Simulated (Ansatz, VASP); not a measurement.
One calculation of KF, two programs

Contents of INCAR:

```
SYSTEM = KF
PREC = Accurate
ENCUT = 520
EDIFF = 1E-6
ISMEAR = 0
SIGMA = 0.05
LREAL = .False.
LASPH = .True.
NELM = 80
ALGO = Normal
ISIF = 2
LWAVE = .False.
LCHARG = .False.
GGA = PE
NBANDS = 15
```

File KPOINTS:

```
Automatic mesh
0
Gamma
  8 8 8
  0 0 0
```

File POSCAR:

```
KF
1.0
    0.0000000000      2.6735000000      2.6066625000
    2.6735000000      0.0000000000      2.6066625000
    2.6735000000      2.6735000000      0.0000000000
K F
1 1
Direct
    0.0000000000      0.0000000000      0.0000000000
    0.5000000000      0.5000000000      0.5000000000
```

Input for Ansatz:

```yaml
crystal:
  lattice:
    - [0.0, 2.6735, 2.6066625]
    - [2.6735, 0.0, 2.6066625]
    - [2.6735, 2.6735, 0.0]
  atoms:
    - { symbol: K, position: [0.0, 0.0, 0.0] }
    - { symbol: F, position: [0.5, 0.5, 0.5] }
basis:
  ecutwfc: 420
kpoints:
  mp_grid: { grid: [8, 8, 8] }
hamiltonian:
  xc: pbe
scf:
  occupations: { method: gaussian, width: 0.05 }
output:
  forces: true
  stress: true
  eigenvalues: true
```

Change from the starting cell: strain +0.000 along x and y, -0.025 along z, atoms carried along.

Alike in both runs: task single point; functional PBE; k mesh 8 × 8 × 8; occupations gaussian, width 0.05 eV; no spin polarisation.

|  | VASP | Ansatz |
| --- | --- | --- |
| version | VASP 6.6.1 | Ansatz 0.2.0 |
| potentials or method | VASP PAW PBE potentials, release 64 (K_sv, F), cutoff 520 eV | scalar-relativistic, plane waves, PAW |
| valence electrons in the cell | 16 | 16 |

Ansatz gave:

```
gap on the k mesh at the Fermi level (eV)                     : 6.27
least direct gap on the mesh (eV)                             : 6.27
pressure (GPa)                                                : 2.3
traceless stress, the component that is largest in VASP (GPa) : 1.15
```

Task: Which values does VASP return?

Result: gap on the k mesh at the Fermi level (eV): 6.26; least direct gap on the mesh (eV): 6.26; pressure (GPa): 2.4; traceless stress, the component that is largest in VASP (GPa): 1.20.

The functional is the same, so the differences come from potentials, cutoffs and numerics.
